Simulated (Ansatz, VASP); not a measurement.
# One calculation of SiC, two programs

```
Si C
1.0
     4.34800    0.00000    0.00000
     0.00000    2.17400   -2.17400
     0.00000    6.87555    6.87555
Si C
6 6
Direct
  0.00000 0.00000 0.86951
  0.50000 0.50000 0.07903
  0.00000 0.00000 0.23713
  0.50000 0.50000 0.39523
  0.00000 0.00000 0.55332
  0.50000 0.50000 0.71142
  0.75000 0.00000 0.39523
  0.25000 0.50000 0.55332
  0.75000 0.00000 0.71142
  0.25000 0.50000 0.86951
  0.75000 0.00000 0.07903
  0.25000 0.50000 0.23713
```

Alike in both runs: task single point; functional r2SCAN; k mesh 6 × 9 × 3; occupations gaussian, width 0.05 eV; no spin polarisation.

|  | VASP | Ansatz |
| --- | --- | --- |
| version | VASP 6.6.1 | Ansatz 0.2.0 |
| potentials or method | VASP PAW PBE potentials, release 64 (Si, C), cutoff 520 eV | scalar-relativistic, plane waves, PAW |
| valence electrons in the cell | 48 | 48 |

VASP gave:

| Quantity | Value |
| --- | --- |
| gap on the k mesh at the Fermi level (eV) | 1.45 |
| least direct gap on the mesh (eV) | 1.45 |
| pressure (GPa) | -5.3 |
| traceless stress, the component that is largest in VASP (GPa) | -8.18 |
| rms of the force components (eV/Å) | 0.682 |

Problem. What did Ansatz give for the same quantities?

Solution. gap on the k mesh at the Fermi level (eV): 1.44; least direct gap on the mesh (eV): 1.44; pressure (GPa): -5.1; traceless stress, the component that is largest in VASP (GPa): -8.12; rms of the force components (eV/Å): 0.680.

VASP's potentials were made for PBE, not for r2SCAN. Atom by atom the forces differ by 0.003 eV/Å (rms over components).
